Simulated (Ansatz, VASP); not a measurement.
# W: VASP beside Ansatz

```
W
1.0
    -1.54458    1.54458    1.54458
     1.54458   -1.54458    1.54458
     1.54458    1.54458   -1.54458
W
1
Cartesian
  0.0000 0.0000 0.0000
```

Change from the starting cell: volume scaled by 0.94, LAPW.

Alike in both runs: task single point; functional PBEsol; k mesh 19 × 19 × 19; occupations fermi-dirac, width 0.05 eV; no spin polarisation.

```csv
,VASP,Ansatz
version,VASP 6.6.1,Ansatz 0.2.0
potentials or method,"VASP PAW PBE potentials, release 64 (W_sv), cutoff 520 eV","all-electron LAPW, scalar-relativistic"
```

Ansatz gave:

| Item | Value |
| --- | --- |
| pressure (GPa) | 22.7 |

**Question.** What did VASP give for the same quantities?

**Answer.** Pressure (GPa): 23.8.

VASP's potentials were made for PBE, not for PBEsol. Ansatz ran all-electron here, and VASP with PAW potentials.

Spin-orbit coupling is off throughout.
